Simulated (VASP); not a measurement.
# Al2Cu (I4/mmm) in VASP: further runs

The runs below take Al2Cu through single point, with PBE.

All numbers are computed with VASP 6.6.1; they aren't measurements. Logs are shortened: lines on timing, memory, paths and dates and some standing lists are left out, and cuts for length are marked.

### Step 1. The cell of the first run

The structure is tetragonal, space group I4/mmm (No. 139). The conventional cell has a = 4.089 Å, b = 4.089 Å, c = 5.638 Å, α = 90.00°, β = 90.00°, γ = 90.00°. Within 3.3 Å of Al (site symmetry -4m2) lie 4 Cu at 2.48 Å and 6 Al at 2.82 to 2.89 Å. Within 3.3 Å of Cu (site symmetry 4/mmm) lie 8 Al at 2.48 Å.

### Step 2. Single point, PBE (strain -0.0250 x Voigt [0, 0, 1, 0, 0, 0])

Input file INCAR:

```
SYSTEM = Al2Cu
ALGO     = Fast           ! electronic algorithm
EDIFF    = 1E-7           ! SCF threshold, eV
ENCUT    = 520            ! plane-wave cutoff, eV
GGA      = PE             ! functional
ISIF     = 2              ! what is computed and relaxed
ISMEAR   = 0              ! smearing method
LASPH    = .True.         ! aspherical terms in the spheres
LCHARG   = .False.        ! write CHGCAR
LREAL    = .False.        ! projectors in reciprocal space
LWAVE    = .False.        ! write WAVECAR
NBANDS   = 16             ! bands
NELM     = 100            ! most SCF steps
PREC     = Accurate       ! precision mode
SIGMA    = 0.15           ! smearing width, eV
```

Input file KPOINTS:

```
k-points
0
Gamma
  16 16 16
  0 0 0
```

Input file POSCAR:

```
Al2Cu
1.0
   -2.0446280232      2.0446280232      2.8189505400
    2.0446280232     -2.0446280232      2.8189505400
    2.0446280232      2.0446280232     -2.8189505400
Al Cu
2 1
Direct
    0.7500000000      0.2500000000      0.5000000000
    0.2500000000      0.7500000000      0.5000000000
    0.5000000000      0.5000000000      0.0000000000
```

Potentials or basis: VASP PAW PBE potentials, release 64 (Al, Cu).

Launch:

```
$ cat potpaw_PBE.64/Al/POTCAR potpaw_PBE.64/Cu/POTCAR > POTCAR
$ mpirun -np 1 vasp_std > vasp.out
```

OUTCAR:

```text
SYSTEM = Al2Cu
   EDIFF = 1E-7
   ENCUT = 520
   GGA = PE
   ISIF = 2
   ISMEAR = 0
   LASPH = .True.
   LREAL = .False.
   NELM = 100
   PREC = Accurate

 ion  position               nearest neighbor table
   1  0.750  0.250  0.500-   3 2.48   3 2.48   3 2.48   3 2.48   2 2.82   2 2.82   2 2.89   2 2.89
                             2 2.89   2 2.89
   2  0.250  0.750  0.500-   3 2.48   3 2.48   3 2.48   3 2.48   1 2.82   1 2.82   1 2.89   1 2.89
                             1 2.89   1 2.89
   3  0.500  0.500  0.000-   1 2.48   2 2.48   1 2.48   2 2.48   2 2.48   1 2.48   2 2.48   1 2.48

  LATTYP: Found a body centered tetragonal cell.
 ALAT       =     4.0892560464
 C/A-ratio  =     1.3787107034

  Lattice vectors:

 A1 = (  -2.0446280232,   2.0446280232,   2.8189505400)
 A2 = (   2.0446280232,  -2.0446280232,   2.8189505400)
 A3 = (   2.0446280232,   2.0446280232,  -2.8189505400)

Analysis of symmetry for initial positions (statically):
=====================================================================
 Subroutine PRICEL returns:
 Original cell was already a primitive cell.

 Routine SETGRP: Setting up the symmetry group for a
 body centered tetragonal supercell.

 Subroutine GETGRP returns: Found 16 space group operations
 (whereof 16 operations were pure point group operations)
 out of a pool of 16 trial point group operations.

The static configuration has the point symmetry D_4h.

Analysis of symmetry for dynamics (positions and initial velocities):
=====================================================================
 Subroutine PRICEL returns:
 Original cell was already a primitive cell.

 Routine SETGRP: Setting up the symmetry group for a
 body centered tetragonal supercell.

 Subroutine GETGRP returns: Found 16 space group operations
 (whereof 16 operations were pure point group operations)
 out of a pool of 16 trial point group operations.

The dynamic configuration has the point symmetry D_4h.

 Subroutine INISYM returns: Found 16 space group operations
 (whereof 16 operations are pure point group operations),
 and found     1 'primitive' translations

----------------------------------------------------------------------------------------

                                     Primitive cell

  volume of cell :      47.1385

  direct lattice vectors                    reciprocal lattice vectors
    -2.044628023  2.044628023  2.818950540     0.000000000  0.244543259  0.177370973
     2.044628023 -2.044628023  2.818950540     0.244543259  0.000000000  0.177370973
     2.044628023  2.044628023 -2.818950540     0.244543259  0.244543259  0.000000000

  length of vectors
     4.038253292  4.038253292  4.038253292     0.302095792  0.302095792  0.345836393

  position of ions in fractional coordinates (direct lattice)
     0.750000000  0.250000000  0.500000000
     0.250000000  0.750000000  0.500000000
     0.500000000  0.500000000  0.000000000

  ion indices of the primitive-cell ions
   primitive index   ion index
                 1           1
                 2           2
                 3           3

----------------------------------------------------------------------------------------

 KPOINTS: k-points

Automatic generation of k-mesh.
 Grid dimensions read from file:
 generate k-points for:   16   16   16

 Generating k-lattice:

  Cartesian coordinates                     Fractional coordinates (reciprocal lattice)
     0.000000000  0.015283954  0.011085686     0.062500000  0.000000000 -0.000000000
     0.015283954  0.000000000  0.011085686     0.000000000  0.062500000 -0.000000000
     0.015283954  0.015283954  0.000000000     0.000000000  0.000000000  0.062500000

  Length of vectors
     0.018880987  0.018880987  0.021614775

  Shift w.r.t. Gamma in fractional coordinates (k-lattice)
     0.000000000  0.000000000  0.000000000

 Subroutine IBZKPT returns following result:
 ===========================================

 Found    349 irreducible k-points:

 Following reciprocal coordinates:
            Coordinates               Weight
  0.000000  0.000000  0.000000      1.000000
  0.062500 -0.000000  0.000000      8.000000
  0.125000 -0.000000  0.000000      8.000000
  0.187500 -0.000000  0.000000      8.000000
  0.250000 -0.000000  0.000000      8.000000
  0.312500 -0.000000  0.000000      8.000000
[... 16 lines left out ...]
 -0.125000  0.062500 -0.000000     16.000000
 -0.062500  0.062500  0.000000      4.000000
 [... further k-points ...]
   k-points           NKPTS =    349   k-points in BZ     NKDIM =    349   number of bands    NBANDS=     16
   number of dos      NEDOS =    301   number of ions     NIONS =      3
   total plane-waves  NPLWV =  27000
   dimension x,y,z NGX =    30 NGY =   30 NGZ =   30
   dimension x,y,z NGXF=    60 NGYF=   60 NGZF=   60
   ions per type =               2   1
   NGX,Y,Z   is equivalent  to a cutoff of  12.35, 12.35, 12.35 a.u.
   NGXF,Y,Z  is equivalent  to a cutoff of  24.70, 24.70, 24.70 a.u.
 SYSTEM =  Al2Cu
   PREC   = accura    normal or accurate (medium, high low for compatibility)
   ISTART =      0    job   : 0-new  1-cont  2-samecut
   ICHARG =      2    charge: 1-file 2-atom 10-const
   ISPIN  =      1    spin polarized calculation?
   LNONCOLLINEAR =      F non collinear calculations
   LSORBIT =      F    spin-orbit coupling
   LASPH  =      T    aspherical Exc in radial PAW
   ENCUT  =  520.0 eV  38.22 Ry    6.18 a.u.   7.51  7.51  7.51*2*pi/ulx,y,z
   NELM   =    100;   NELMIN=  2; NELMDL= -5     # of ELM steps
   EDIFF  = 0.1E-06   stopping-criterion for ELM
   LREAL  =      F    real-space projection
   EDIFFG = 0.1E-05   stopping-criterion for IOM
   NSW    =      0    number of steps for IOM
   IBRION =     -1    ionic relax: 0-MD 1-quasi-New 2-CG
   NFREE  =      0    steps in history (QN), initial steepest desc. (CG)
   ISIF   =      2    stress and relaxation
   ISYM   =      2    0-nonsym 1-usesym 2-fastsym
   POTIM  = 0.5000    time-step for ionic-motion
   TEBEG  =    0.0;   TEEND  =   0.0 temperature during run
   PSTRESS=    0.0 pullay stress
   NELECT =      17.0000    total number of electrons
   NUPDOWN=      -1.0000    fix difference up-down
   EMIN   =  10.00;   EMAX   =-10.00  energy-range for DOS
   EFERMI =   0.00;   METHOD = LEGACY
   ISMEAR =     0;   SIGMA  =   0.15  broadening in eV -4-tet -1-fermi 0-gaus
   EFERMI_NEDOS =   21; number of points for ismear=-14 and -15
   IALGO  =     68    algorithm
   IMIX   =      4    mixing-type and parameters
     AMIX     =   0.40;   BMIX     =  1.00
     AMIX_MAG =   1.60;   BMIX_MAG =  1.00
  volume/ion in A,a.u.               =      15.71       106.04
  Fermi-wavevector in a.u.,A,eV,Ry     =   1.165286  2.202071 18.475228  1.357891
  Thomas-Fermi vector in A             =   2.301813
   LORBIT       =      0    0 simple, 1 ext, 2 COOP (PROOUT), +10 PAW based schemes
   GGA     = PE    functional components
   LHFCALC =     F    Hartree Fock is set to
   AEXX    =    0.0000 exact exchange contribution
   IVDW    =     0    specifies the selected vdW correction
   LEPSILON=     F    determine dielectric tensor
   LRPA    =     F    only Hartree local field effects (RPA)
 non-spin polarized calculation
 RMM-DIIS sequential band-by-band and
 Gauss-broadening in eV      SIGMA  =   0.15
  energy-cutoff  :      520.00
  volume of cell :       47.14
 maximum number of plane-waves:      1297
   NGX = 15   NGY = 15   NGZ = 15

 number of electron      17.0000008 magnetization

 Free energy of the ion-electron system (eV)
  ---------------------------------------------------
  ext. energy  EPLUGINS =         0.00000000
  ---------------------------------------------------
  free energy    TOTEN  =       -11.73522095 eV

  energy without entropy =      -11.72571085  energy(sigma->0) =      -11.73046590

 E-fermi :   7.1549     XC(G=0): -10.5108

 val. band max:        7.1444735598   @ k =  -0.2500  -0.3125   0.1250
 cond. band min:       7.1596810967   @ k =  -0.0625   0.1250   0.0625
 fundamental gap:      0.0152075369
 Fermi energy:         7.1549290764

 k-point     1 :       0.0000    0.0000    0.0000
  band No.  band energies     occupation
      1      -3.1260      2.00000
      2       2.5399      2.00000
      3       2.5659      2.00000
      4       2.5659      2.00000
      5       3.0966      2.00000
      6       3.1394      2.00000
[... 8 lines left out ...]
     15      13.8915      0.00000
     16      14.7293      0.00000

 k-point     2 :       0.0625   -0.0000    0.0000
  band No.  band energies     occupation
      1      -3.0732      2.00000
      2       2.5329      2.00000
      3       2.5641      2.00000
      4       2.5740      2.00000
      5       3.0947      2.00000
      6       3.1369      2.00000
[... 8 lines left out ...]
     15      13.5200      0.00000
     16      14.1792      0.00000

 k-point     3 :       0.1250   -0.0000    0.0000
  band No.  band energies     occupation
      1      -2.9152      2.00000
      2       2.4847      2.00000
      3       2.5835      2.00000
      4       2.5965      2.00000
      5       3.0905      2.00000
      6       3.1309      2.00000
[... 8 lines left out ...]
     15      13.0555      0.00000
     16      13.8124      0.00000

 k-point     4 :       0.1875   -0.0000    0.0000
  band No.  band energies     occupation
      1      -2.6536      2.00000
      2       2.3935      2.00000
      3       2.6168      2.00000
      4       2.6272      2.00000
      5       3.0892      2.00000
      6       3.1254      2.00000
[... 8 lines left out ...]
     15      13.2546      0.00000
     16      14.0842      0.00000

 k-point     5 :       0.2500   -0.0000    0.0000
  band No.  band energies     occupation
      1      -2.2914      2.00000
      2       2.2465      2.00000
      3       2.6525      2.00000
      4       2.6573      2.00000
      5       3.0971      2.00000
      6       3.1262      2.00000
[... 8 lines left out ...]
     15      13.4821      0.00000
     16      14.9861      0.00000

 k-point     6 :       0.3125   -0.0000    0.0000
  band No.  band energies     occupation
      1      -1.8343      2.00000
      2       1.9982      2.00000
      3       2.6787      2.00000
      4       2.6816      2.00000
      5       3.1179      2.00000
      6       3.1370      2.00000
[... 8 lines left out ...]
     15      14.3772      0.00000
     16      15.9414      0.00000
[... 267 lines left out ...]
 k-point    21 :      -0.2500    0.0625    0.0000
  band No.  band energies     occupation
      1      -2.3813      2.00000
      2       2.3072      2.00000
      3       2.6425      2.00000
      4       2.6561      2.00000
      5       3.0626      2.00000
      6       3.1474      2.00000
[... 8 lines left out ...]
     15      13.8206      0.00000
     16      14.9795      0.00000

 k-point    22 :      -0.1875    0.0625    0.0000
  band No.  band energies     occupation
      1      -2.7091      2.00000
      2       2.4278      2.00000
      3       2.6058      2.00000
      4       2.6252      2.00000
      5       3.0649      2.00000
      6       3.1436      2.00000
[... 8 lines left out ...]
     15      13.6911      0.00000
     16      14.2127      0.00000

 k-point    23 :      -0.1250    0.0625   -0.0000
  band No.  band energies     occupation
      1      -2.9350      2.00000
      2       2.5036      2.00000
      3       2.5730      2.00000
      4       2.5961      2.00000
      5       3.0760      2.00000
      6       3.1430      2.00000
[... 8 lines left out ...]
     15      13.6200      0.00000
     16      14.3845      0.00000

 k-point    24 :      -0.0625    0.0625    0.0000
  band No.  band energies     occupation
      1      -3.0568      2.00000
      2       2.5453      2.00000
      3       2.5504      2.00000
      4       2.5774      2.00000
      5       3.0877      2.00000
      6       3.1414      2.00000
[... 8 lines left out ...]
     15      13.9762      0.00000
     16      14.8063      0.00000

 [... further k-points ...]

------------------------ aborting loop because EDIFF is reached ----------------------------------------

  FORCE on cell =-STRESS in cart. coord.  units (eV):
  Direction    XX          YY          ZZ          XY          YZ          ZX
  --------------------------------------------------------------------------------------
  -------------------------------------------------------------------------------------
  Total        0.5507277      0.5507277      1.3374842      0.0000000     -0.0000000      0.0000000
  in kB       18.7185179     18.7185179     45.4593464      0.0000000     -0.0000000      0.0000000
  external PRESSURE =      27.6321274 kB  Pullay stress =       0.0000000 kB

 VOLUME and BASIS-vectors are now :
 -----------------------------------------------------------------------------
  energy-cutoff  :      520.00
  volume of cell :       47.14
      direct lattice vectors                 reciprocal lattice vectors
    -2.044628023  2.044628023  2.818950540     0.000000000  0.244543259  0.177370973
     2.044628023 -2.044628023  2.818950540     0.244543259  0.000000000  0.177370973
     2.044628023  2.044628023 -2.818950540     0.244543259  0.244543259  0.000000000

 POSITION                                       TOTAL-FORCE (eV/Angst)
 -----------------------------------------------------------------------------------
     -0.00000      2.04463      1.40948        -0.000000      0.000000     -0.000000
      2.04463     -0.00000      1.40948         0.000000     -0.000000      0.000000
      0.00000      0.00000      2.81895        -0.000000      0.000000     -0.000000
 -----------------------------------------------------------------------------------
    total drift:                                0.000000     -0.000000      0.000000

  FREE ENERGIE OF THE ION-ELECTRON SYSTEM (eV)
  ---------------------------------------------------
  free  energy   TOTEN  =       -11.7352209473 eV

  energy  without entropy=      -11.7257108544  energy(sigma->0) =      -11.73046590
```

Run time: 2.6 min. Hardware: 1 thread of Intel Xeon 6975P-C (Granite Rapids), shared host; peak memory 0.36 GiB.

What came out:

* Free energy: -11.7352 eV
* Pressure: 2.8 GPa

Caveat: the cell differs from its parent crystal (strain -0.0250 x Voigt [0, 0, 1, 0, 0, 0]).

[end of part 1 of 2]
